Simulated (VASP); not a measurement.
# H4C in VASP: single point with r2SCAN+D3(BJ)

Aim: the single point of H4C with r2SCAN+D3(BJ).

Everything below comes from runs of VASP 6.6.1. Logs are shortened: lines on timing, memory, paths and dates and some standing lists are left out, and cuts for length are marked.

**1. The cell of the first run**

The cell holds a disordered packing, 40 atoms: a = 7.683 Å, b = 7.683 Å, c = 7.683 Å, α = 90.00°, β = 90.00°, γ = 90.00°.

**2. Single point, r2SCAN+D3(BJ)**

Input file POSCAR:

```
H4C
1.0
    7.6834750000      0.0000000000      0.0000000000
    0.0000000000      7.6834750000      0.0000000000
    0.0000000000      0.0000000000      7.6834750000
C H
8 32
Direct
    0.1133217211      0.7592539494      0.3521917460
    0.1048601968      0.4095933675      0.9191356070
    0.4400265693      0.0955069470      0.8543707791
    0.6052591755     -0.0801251096      0.2693128048
    0.8975024996      0.8548986018      0.7882121442
    0.7973526684      0.3958807127      0.2737699180
    0.4752574073      0.6534884552      0.6623305187
    0.3086661691      0.2923856485      0.3888938685
    0.1786816412      0.8760443952      0.3980843082
    0.0672308907      0.6844173339      0.4629287233
    0.2035303145      0.6807367183      0.2768043167
    0.0034145461      0.7961981416      0.2709833026
    0.0562243484      0.5083036832      1.0080952538
    0.0644133385      0.4409004398      0.7870131399
    0.0531958172      0.2830914590      0.9559672221
    0.2460129131      0.4058186432      0.9256836857
    0.3851218621      0.1331197767      0.9789179368
    0.3496496794      0.0094882835      0.7876745386
    0.5625398648      0.0283122729      0.8756495711
    0.4624388075      0.2106774268      0.7752757168
    0.5546353228     -0.0305017400      0.3917511042
    0.6753171266      0.0229785494      0.2027177779
    0.4980875880     -0.1234207399      0.1880780627
    0.6919018018     -0.1890204507      0.2949974066
    0.9040687962      0.9529343097      0.8901955515
    0.8341972936      0.7387444303      0.8383892538
    1.0283234784      0.8223934204      0.7455580356
    0.8233882286      0.9054626118      0.6785818298
    0.7377225522      0.4025706537      0.1455311901
    0.8469821847      0.2652729042      0.2962938708
    0.7007467832      0.4274059514      0.3721799616
    0.9040841850      0.4879183458      0.2808591887
    0.5251294574      0.7375500202      0.7643096345
    0.3775909898      0.5661747679      0.7157759084
    0.5816233309      0.5780694027      0.6072226809
    0.4166350225      0.7327081534      0.5607785301
    0.3379796672      0.4207339622      0.4399418606
    0.2800736348      0.2048596668      0.4963334793
    0.4202221114      0.2438552532      0.3170613947
    0.1966730140      0.3004386806      0.3028504764
```

Input file INCAR.step1:

```
SYSTEM = H4C
ALGO = Normal ; EDIFF = 1E-5
ENCUT = 1060 ; GGA = PE
GGA_COMPAT = .False. ; ISMEAR = -1
LASPH = .True. ; LCHARG = .False.
LREAL = Auto ; LWAVE = .True.
NBANDS = 58 ; NELM = 120
PREC = Accurate ; SIGMA = 0.05
```

Input file INCAR.step2:

```
SYSTEM = H4C
ALGO = Normal ; EDIFF = 1E-6
ENCUT = 1060 ; GGA_COMPAT = .False.
ISIF = 2 ; ISMEAR = -1
ISTART = 1 ; IVDW = 12
LASPH = .True. ; LCHARG = .True.
LELF = .True. ; LMIXTAU = .True.
LREAL = Auto ; LVHAR = .True.
LWAVE = .False. ; METAGGA = R2SCAN
NBANDS = 58 ; NELM = 120
PREC = Accurate ; SIGMA = 0.05
VDW_A1 = 0.49484001 ; VDW_A2 = 5.73083694
VDW_S6 = 1.0 ; VDW_S8 = 0.78981345
```

Input file KPOINTS:

```
k-points
0
Gamma
  1 1 1
  0 0 0
```

Potentials or basis: VASP PAW PBE potentials, release 64 (C_h, H_h).

On the command line:

```console
$ cat potpaw_PBE.64/C_h/POTCAR potpaw_PBE.64/H_h/POTCAR > POTCAR
$ cp INCAR.step1 INCAR
$ mpirun -np 1 vasp_gam > vasp.out
$ cp INCAR.step2 INCAR
$ mpirun -np 1 vasp_gam > vasp.out
```

OUTCAR:

```text
SYSTEM = H4C
   EDIFF = 1E-6
   ENCUT = 1060
   ISIF = 2
   ISMEAR = -1
   ISTART = 1
   IVDW = 12
   LASPH = .True.
   LREAL = Auto
   METAGGA = R2SCAN
   NELM = 120
   PREC = Accurate
 IVDW          = 12

 ion  position               nearest neighbor table
   1  0.113  0.759  0.352-  11 1.09  10 1.09   9 1.09  12 1.09
   2  0.105  0.410  0.919-  16 1.09  13 1.09  15 1.09  14 1.09
   3  0.440  0.096  0.854-  17 1.09  19 1.09  18 1.09  20 1.09
   4  0.605  0.920  0.269-  23 1.09  22 1.09  21 1.09  24 1.09
   5  0.898  0.855  0.788-  27 1.09  26 1.09  25 1.09  28 1.09
   6  0.797  0.396  0.274-  32 1.08  31 1.09  30 1.09  29 1.09
   7  0.475  0.653  0.662-  33 1.09  34 1.09  36 1.09  35 1.09
   8  0.309  0.292  0.389-  37 1.08  39 1.09  40 1.09  38 1.09
   9  0.179  0.876  0.398-   1 1.09
  10  0.067  0.684  0.463-   1 1.09
  11  0.204  0.681  0.277-   1 1.09
  12  0.003  0.796  0.271-   1 1.09
  13  0.056  0.508  0.008-   2 1.09
  14  0.064  0.441  0.787-   2 1.09
[... 24 lines left out ...]
  39  0.420  0.244  0.317-   8 1.09
  40  0.197  0.300  0.303-   8 1.09

  LATTYP: Found a simple cubic cell.
 ALAT       =     7.6834750000

  Lattice vectors:

 A1 = (   7.6834750000,   0.0000000000,   0.0000000000)
 A2 = (   0.0000000000,   7.6834750000,   0.0000000000)
 A3 = (   0.0000000000,   0.0000000000,   7.6834750000)

Analysis of symmetry for initial positions (statically):
=====================================================================
 Subroutine PRICEL returns:
 Original cell was already a primitive cell.

 Routine SETGRP: Setting up the symmetry group for a
 simple cubic supercell.

 Subroutine GETGRP returns: Found  1 space group operations
 (whereof  1 operations were pure point group operations)
 out of a pool of 48 trial point group operations.

The static configuration has the point symmetry C_1 .

Analysis of symmetry for dynamics (positions and initial velocities):
=====================================================================
 Subroutine PRICEL returns:
 Original cell was already a primitive cell.

 Routine SETGRP: Setting up the symmetry group for a
 simple cubic supercell.

 Subroutine GETGRP returns: Found  1 space group operations
 (whereof  1 operations were pure point group operations)
 out of a pool of 48 trial point group operations.

The dynamic configuration has the point symmetry C_1 .

 Subroutine INISYM returns: Found  1 space group operations
 (whereof  1 operations are pure point group operations),
 and found     1 'primitive' translations

----------------------------------------------------------------------------------------

                                     Primitive cell

  volume of cell :     453.6000

  direct lattice vectors                    reciprocal lattice vectors
     7.683475000  0.000000000  0.000000000     0.130149444  0.000000000  0.000000000
     0.000000000  7.683475000  0.000000000     0.000000000  0.130149444  0.000000000
     0.000000000  0.000000000  7.683475000     0.000000000  0.000000000  0.130149444

  length of vectors
     7.683475000  7.683475000  7.683475000     0.130149444  0.130149444  0.130149444

  position of ions in fractional coordinates (direct lattice)
     0.113321721  0.759253949  0.352191746
     0.104860197  0.409593368  0.919135607
     0.440026569  0.095506947  0.854370779
     0.605259176  0.919874890  0.269312805
     0.897502500  0.854898602  0.788212144
     0.797352668  0.395880713  0.273769918
[... 32 lines left out ...]
     0.420222111  0.243855253  0.317061395
     0.196673014  0.300438681  0.302850476

  ion indices of the primitive-cell ions
   primitive index   ion index
                 1           1
                 2           2
                 3           3
                 4           4
                 5           5
                 6           6
[... 32 lines left out ...]
                39          39
                40          40

----------------------------------------------------------------------------------------

 KPOINTS: k-points

Automatic generation of k-mesh.
 Grid dimensions read from file:
 generate k-points for:    1    1    1

 Generating k-lattice:

  Cartesian coordinates                     Fractional coordinates (reciprocal lattice)
     0.130149444  0.000000000  0.000000000     1.000000000  0.000000000  0.000000000
     0.000000000  0.130149444  0.000000000     0.000000000  1.000000000  0.000000000
     0.000000000  0.000000000  0.130149444     0.000000000  0.000000000  1.000000000

  Length of vectors
     0.130149444  0.130149444  0.130149444

  Shift w.r.t. Gamma in fractional coordinates (k-lattice)
     0.000000000  0.000000000  0.000000000

 Subroutine IBZKPT returns following result:
 ===========================================

 Found      1 irreducible k-points:

 Following reciprocal coordinates:
            Coordinates               Weight
  0.000000  0.000000  0.000000      1.000000
   k-points           NKPTS =      1   k-points in BZ     NKDIM =      1   number of bands    NBANDS=     58
   number of dos      NEDOS =    301   number of ions     NIONS =     40
   total plane-waves  NPLWV = 592704
   dimension x,y,z NGX =    84 NGY =   84 NGZ =   84
   dimension x,y,z NGXF=   168 NGYF=  168 NGZF=  168
   ions per type =               8  32
   NGX,Y,Z   is equivalent  to a cutoff of  18.17, 18.17, 18.17 a.u.
   NGXF,Y,Z  is equivalent  to a cutoff of  36.35, 36.35, 36.35 a.u.
 SYSTEM =  H4C
   PREC   = accura    normal or accurate (medium, high low for compatibility)
   ISTART =      1    job   : 0-new  1-cont  2-samecut
   ICHARG =      0    charge: 1-file 2-atom 10-const
   ISPIN  =      1    spin polarized calculation?
   LNONCOLLINEAR =      F non collinear calculations
   LSORBIT =      F    spin-orbit coupling
   LASPH  =      T    aspherical Exc in radial PAW
   ENCUT  = 1060.0 eV  77.91 Ry    8.83 a.u.  20.40 20.40 20.40*2*pi/ulx,y,z
   NELM   =    120;   NELMIN=  2; NELMDL=  0     # of ELM steps
   EDIFF  = 0.1E-05   stopping-criterion for ELM
   LREAL  =      T    real-space projection
   EDIFFG = 0.1E-04   stopping-criterion for IOM
   NSW    =      0    number of steps for IOM
   IBRION =     -1    ionic relax: 0-MD 1-quasi-New 2-CG
   NFREE  =      0    steps in history (QN), initial steepest desc. (CG)
   ISIF   =      2    stress and relaxation
   ISYM   =      2    0-nonsym 1-usesym 2-fastsym
   POTIM  = 0.5000    time-step for ionic-motion
   TEBEG  =    0.0;   TEEND  =   0.0 temperature during run
   PSTRESS=    0.0 pullay stress
   NELECT =      64.0000    total number of electrons
   NUPDOWN=      -1.0000    fix difference up-down
   EMIN   =  10.00;   EMAX   =-10.00  energy-range for DOS
   EFERMI =   0.00;   METHOD = LEGACY
   ISMEAR =    -1;   SIGMA  =   0.05  broadening in eV -4-tet -1-fermi 0-gaus
   EFERMI_NEDOS =   21; number of points for ismear=-14 and -15
   IALGO  =     38    algorithm
   IMIX   =      4    mixing-type and parameters
     AMIX     =   0.40;   BMIX     =  1.00
     AMIX_MAG =   1.60;   BMIX_MAG =  1.00
  volume/ion in A,a.u.               =      11.34        76.53
  Fermi-wavevector in a.u.,A,eV,Ry     =   0.852270  1.610557  9.882781  0.726364
  Thomas-Fermi vector in A             =   1.968532
   LORBIT       =      0    0 simple, 1 ext, 2 COOP (PROOUT), +10 PAW based schemes
   METAGGA = R2SCAN    functional components
   LHFCALC =     F    Hartree Fock is set to
   AEXX    =    0.0000 exact exchange contribution
   IVDW    =    12    specifies the selected vdW correction
   LEPSILON=     F    determine dielectric tensor
   LRPA    =     F    only Hartree local field effects (RPA)
 non-spin polarized calculation
  energy-cutoff  :     1060.00
  volume of cell :      453.60
 maximum number of plane-waves:     17793
 NGX is ok and might be reduce to    84
   NGX = 41   NGY = 41   NGZ = 41

 number of electron      64.0000000 magnetization

 Free energy of the ion-electron system (eV)
  ---------------------------------------------------
  ext. energy  EPLUGINS =         0.00000000
  ---------------------------------------------------
  free energy    TOTEN  =      -200.34176343 eV

  energy without entropy =     -200.34176343  energy(sigma->0) =     -200.34176343

 E-fermi :  -5.6266     XC(G=0):  -5.9494

 val. band max:       -6.8328242564   @ k =   0.0000   0.0000   0.0000
 cond. band min:       1.3079911601   @ k =   0.0000   0.0000   0.0000
 fundamental gap:      8.1408154165
 Fermi energy:        -5.6266373936

 k-point     1 :       0.0000    0.0000    0.0000
  band No.  band energies     occupation
      1     -16.0276      2.00000
      2     -15.7406      2.00000
      3     -15.6963      2.00000
      4     -15.6721      2.00000
      5     -15.6039      2.00000
      6     -15.5747      2.00000
[... 36 lines left out ...]
     43       4.6964      0.00000
     44       4.7814      0.00000
 [bands above 44 left out]

------------------------ aborting loop because EDIFF is reached ----------------------------------------

 Edisp (eV)   -0.58155

 E8    (eV) :    -0.0874

  FORCE on cell =-STRESS in cart. coord.  units (eV):
  Direction    XX          YY          ZZ          XY          YZ          ZX
  --------------------------------------------------------------------------------------
  -------------------------------------------------------------------------------------
  Total       0.81552     0.71160    -0.07496    -0.00630     0.19439    -0.03866
  in kB       2.88051     2.51347    -0.26477    -0.02225     0.68660    -0.13655
  external pressure =        1.71 kB  Pullay stress =        0.00 kB

 VOLUME and BASIS-vectors are now :
 -----------------------------------------------------------------------------
  energy-cutoff  :     1060.00
  volume of cell :      453.60
      direct lattice vectors                 reciprocal lattice vectors
     7.683475000  0.000000000  0.000000000     0.130149444  0.000000000  0.000000000
     0.000000000  7.683475000  0.000000000     0.000000000  0.130149444  0.000000000
     0.000000000  0.000000000  7.683475000     0.000000000  0.000000000  0.130149444

 POSITION                                       TOTAL-FORCE (eV/Angst)
 -----------------------------------------------------------------------------------
      0.87070      5.83371      2.70606        -0.014835      0.063670     -0.033224
      0.80569      3.14710      7.06216        -0.027090      0.045156      0.009256
      3.38093      0.73383      6.56454         0.025866      0.011490     -0.027648
      4.65049      7.06784      2.06926         0.009763     -0.032032      0.042626
      6.89594      6.56859      6.05621        -0.007182      0.037310      0.014550
      6.12644      3.04174      2.10350        -0.035819     -0.013832      0.019313
[... 32 lines left out ...]
      3.22877      1.87366      2.43613         0.016707     -0.017604     -0.020122
      1.51113      2.30841      2.32694        -0.013412     -0.016386     -0.009219
 -----------------------------------------------------------------------------------
    total drift:                               -0.006820      0.004139     -0.003669

  FREE ENERGIE OF THE ION-ELECTRON SYSTEM (eV)
  ---------------------------------------------------
  free  energy   TOTEN  =      -200.9233098352 eV

  energy  without entropy=     -200.9233098351  energy(sigma->0) =     -200.92330984
```

Wall time 9.8 min (1 thread of Intel Xeon Platinum 8259CL at 2.50GHz (Skylake/Cascade Lake), shared host); peak memory 1.2 GiB.

Results:

```yaml
Free_energy: -200.9233 eV
Pressure: 0.2 GPa
Largest_force: 0.073 eV/Å
Band_gap_on_the_k_mesh: 8.14 eV
Dispersion_energy_per_atom: -0.015 eV
```

Forces on the atoms (eV/Å):
```
C   -0.015  0.064 -0.033
C   -0.027  0.045  0.009
C    0.026  0.011 -0.028
C    0.010 -0.032  0.043
C   -0.007  0.037  0.015
C   -0.036 -0.014  0.019
C   -0.020 -0.023  0.002
C   -0.040 -0.025 -0.011
H    0.009  0.013  0.002
H   -0.011 -0.014  0.013
H    0.028 -0.010 -0.025
H    0.010  0.005 -0.005
H   -0.004 -0.003 -0.038
H   -0.001 -0.014  0.004
H   -0.007 -0.002  0.003
H   -0.010  0.004  0.017
H   -0.003  0.021  0.047
H   -0.013  0.001 -0.005
H    0.020 -0.014 -0.007
H    0.005  0.014  0.006
H    0.014 -0.005  0.011
H    0.025 -0.008 -0.031
H   -0.049 -0.015 -0.020
H    0.003 -0.006  0.009
H   -0.001  0.004 -0.001
H    0.005  0.002  0.001
H    0.037 -0.003  0.016
H    0.020 -0.009  0.011
H   -0.016 -0.008 -0.013
H    0.004  0.002  0.003
H    0.005 -0.011 -0.011
H    0.008  0.027  0.000
H    0.000 -0.016  0.013
H    0.020  0.015 -0.019
H    0.003  0.001  0.019
H    0.019 -0.018  0.005
H    0.005  0.021  0.008
H   -0.019 -0.004 -0.002
H    0.017 -0.018 -0.020
H   -0.013 -0.016 -0.009
```

Caveat: the k points lie up to 0.82 Å⁻¹ apart; the PAW data sets were made with another functional, which shifts forces and pressure a little.
